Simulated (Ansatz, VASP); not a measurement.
# GaP in VASP and in Ansatz

INCAR

```
PREC = Accurate
ENCUT = 520
EDIFF = 1E-6
ISMEAR = 0
SIGMA = 0.05
LREAL = F
LASPH = T
NELM = 80
ALGO = Normal
ISIF = 2
LWAVE = F
LCHARG = T
GGA = PE
LELF = T
LVHAR = T
NBANDS = 16
```

KPOINTS

```
regular mesh
0
Gamma
  10 10 10
```

Contents of POSCAR:

```
GaP
1.0
    0.0000000000      2.8301135452      2.6037044616
    2.8301135452      0.0000000000      2.6037044616
    2.8301135452      2.8301135452      0.0000000000
Ga P
1 1
Direct
    0.0000000000      0.0000000000      0.0000000000
    0.7500000000      0.7500000000      0.7500000000
```

Input for Ansatz:

```yaml
crystal:
  lattice:
    - [0.0, 2.8301135452, 2.6037044616]
    - [2.8301135452, 0.0, 2.6037044616]
    - [2.8301135452, 2.8301135452, 0.0]
  atoms:
    - { symbol: Ga, position: [0.0, 0.0, 0.0] }
    - { symbol: P, position: [0.75, 0.75, 0.75] }
basis:
  ecutwfc: 420
kpoints:
  mp_grid: { grid: [10, 10, 10] }
hamiltonian:
  xc: pbe
scf:
  occupations: { method: gaussian, width: 0.05 }
output:
  forces: true
  stress: true
  eigenvalues: true
  write_density: true
  write_potential: true
  elf: true
  volumetric_format: npy
```

Alike in both runs: task single point; functional PBE; k mesh 10 × 10 × 10; occupations gaussian, width 0.05 eV; no spin polarisation.

|  | VASP | Ansatz |
| --- | --- | --- |
| version | VASP 6.6.1 | Ansatz 0.2.0 |
| potentials or method | VASP PAW PBE potentials, release 64 (Ga_d, P), cutoff 520 eV | scalar-relativistic, plane waves, PAW |
| valence electrons in the cell | 18 | 18 |

Ansatz gave:

```
gap on the k mesh at the Fermi level (eV)                     : 0.90
least direct gap on the mesh (eV)                             : 1.27
pressure (GPa)                                                : -0.1
traceless stress, the component that is largest in VASP (GPa) : 3.46
```

Question: Which values does VASP return?

Answer: gap on the k mesh at the Fermi level (eV): 0.90; least direct gap on the mesh (eV): 1.27; pressure (GPa): -0.2; traceless stress, the component that is largest in VASP (GPa): 3.47.
